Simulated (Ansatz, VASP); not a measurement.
**Two plane-wave programs on Sb**

```xyz
1
Lattice="3.0833 0.0000 0.0000 0.0000 3.0833 0.0000 0.0000 0.0000 3.0833" Properties=species:S:1:pos:R:3 pbc="T T T"
Sb    0.0000    0.0000    0.0000
```

Alike in both runs: task single point; functional r2SCAN; k mesh 6 × 6 × 6; occupations gaussian, width 0.1 eV; no spin polarisation.

```csv
,VASP,Ansatz
version,VASP 6.6.1,Ansatz 0.2.0
potentials or method,"VASP PAW PBE potentials, release 64 (Sb), cutoff 550 eV","scalar-relativistic, plane waves, PAW"
valence electrons in the cell,5,15
```

```tsv
	VASP	Ansatz	Ansatz less VASP
gap on the k mesh at the Fermi level (eV)	none	none	-
pressure (GPa)	0.2	0.2	-0.03
```

VASP's potentials were made for PBE, not for r2SCAN. A gap of «none» marks a metal or a gap that the smearing closes. VASP's potentials hold 5 valence electrons a cell and Ansatz's 15, so a difference there can come from the potentials and not from the codes.

Spin-orbit coupling is off throughout.
